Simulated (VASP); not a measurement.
Wanted: the native input for a VASP 6.6.1 run.

```
Task                   : single point
Functional             : PBE
Potentials or basis    : VASP PAW PBE potentials, release 64 (Hf_pv)
Cutoff                 : 520 eV
k mesh                 : 13 × 13 × 7
Occupations            : fermi-dirac, width 0.05 eV
Spin                   : no spin polarisation
Dipole correction      : no
Further INCAR settings : ALGO = Normal; EDIFF = 1e-06; NBANDS = 17
```

The structure of Hf lies in POSCAR:

```
Hf
1.0
    3.1966985242      0.0159834926      0.0159834926
   -1.5845071514      2.7604303839      0.0058503643
    0.0252890000      0.0252890000      5.0578000000
Hf
2
Direct
    0.3333333333      0.6666666667      0.2500000000
    0.6666666667      0.3333333333      0.7500000000
```

This cell differs from its parent crystal: equal xy, yz and zx shear strains of +1 %.

The input as run:

INCAR

```
SYSTEM = Hf
ALGO = Normal
EDIFF = 1E-6
ENCUT = 520
GGA = PE
ISIF = 2
ISMEAR = -1
LASPH = .True.
LCHARG = .False.
LREAL = .False.
LWAVE = .False.
NBANDS = 17
NELM = 60
PREC = Accurate
SIGMA = 0.05
```

KPOINTS

```
k-points
0
Gamma
  13 13 7
  0 0 0
```

Potentials or basis: VASP PAW PBE potentials, release 64 (Hf_pv).

Command:

```console
$ cat potpaw_PBE.64/Hf_pv/POTCAR > POTCAR
$ mpirun -np 1 vasp_std > vasp.out
```

It gave:

* Pressure: 0.4 GPa
* Largest force: 0.027 eV/Å
* Band gap on the k mesh: zero (bands 10 and 11 overlap by 1.53 eV)

Caveat: the cell differs from its parent crystal (equal xy, yz and zx shear strains of +1 %); spin-orbit coupling is left out, which moves the levels of the heavy elements.

Wall time 100 s on 1 thread of Intel(R) Xeon(R) 6975P-C (Granite Rapids), with other jobs on the host, peak memory 0.46 GiB.
